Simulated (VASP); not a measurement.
A run of VASP 6.6.1:

The input INCAR:

```
PREC     = Accurate       # precision mode
ENCUT    = 600            # plane-wave cutoff, eV
EDIFF    = 1E-6           # SCF threshold, eV
ISMEAR   = 0              # smearing method
SIGMA    = 0.01           # smearing width, eV
LREAL    = False          # projectors in reciprocal space
LASPH    = True           # aspherical terms in the spheres
NELM     = 120            # most SCF steps
ALGO     = Normal         # electronic algorithm
ISIF     = 2              # what is computed and relaxed
LWAVE    = False          # write WAVECAR
LCHARG   = False          # write CHGCAR
GGA      = PS             # functional
NBANDS   = 16             # bands
GGA_COMPAT= False
```

The input KPOINTS:

```
regular mesh
0
Gamma
  4 4 3
```

File POSCAR:

```
MgO
1.0
    3.3077870000      0.0000000000      0.0000000000
   -1.6538935000      2.8646275723      0.0000000000
    0.0000000000      0.0000000000      4.9828820000
Mg O
2 2
Direct
    0.3333330000      0.6666670000      0.0021600000
    0.6666670000      0.3333330000      0.5021600000
    0.3333330000      0.6666670000      0.4024400000
    0.6666670000      0.3333330000      0.9024400000
```

Potentials or basis: VASP PAW PBE potentials, release 64 (Mg, O).

Launch:

```console
$ cat potpaw_PBE.64/Mg/POTCAR potpaw_PBE.64/O/POTCAR > POTCAR
$ mpirun -np 1 vasp_std > vasp.out
```

Hardware: 1 thread of Intel Xeon 8259CL, with other jobs on the host.

**Question.** Estimate the wall time of this run.

**Answer.** Run time: 15 s on 1 thread of Intel Xeon 8259CL, on a shared host, peak memory 0.17 GiB. Counts: scf iterations 12, k points 8.
